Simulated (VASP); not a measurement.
A run of VASP 6.6.1 is set up as follows.

Contents of INCAR:

```
SYSTEM = WS2
PREC = Accurate ; ENCUT = 520
EDIFF = 1E-7 ; ISMEAR = 0
SIGMA = 0.01 ; LREAL = .False.
LASPH = .True. ; NELM = 150
ALGO = Normal ; ISIF = 2
LWAVE = .False. ; LCHARG = .False.
MAGMOM = 0 0 0 0 0 0 0 0 0 ; LORBIT = 11
LSORBIT = .True. ; GGA_COMPAT = .False.
LORBMOM = .True. ; LMAXMIX = 4
LDIPOL = .True. ; IDIPOL = 3
DIPOL = 0.5 0.5 0.333 ; GGA = PS
NBANDS = 39
```

File KPOINTS:

```
regular mesh
0
Gamma
  12 12 1
  0 0 0
```

POSCAR

```
WS2
1.0
    3.1687650000      0.0000000000      0.0000000000
   -1.5843825000      2.7442309886      0.0000000000
    0.0000000000      0.0000000000     30.0680000000
W S
1 2
Direct
    0.3333333333      0.6666666667      0.3325794865
    0.6666666667      0.3333333333      0.3844104611
    0.6666666667      0.3333333333      0.2807485118
```

Potentials or basis: VASP PAW PBE potentials, release 64 (W_sv, S).

Launch:

```sh
$ cat potpaw_PBE.64/W_sv/POTCAR potpaw_PBE.64/S/POTCAR > POTCAR
$ mpirun -np 1 vasp_ncl > vasp.out
```

What does it give for the largest force?

0.045 eV/Å.

Estimate the net moment.

0.00 μB per cell.

Moments on the atoms (μB; x, y, z):
```
W   0.00 0.00 0.00
S   0.00 0.00 0.00
S   0.00 0.00 0.00
```

Caveat: the PAW data sets were made with another functional, which shifts forces and pressure a little.
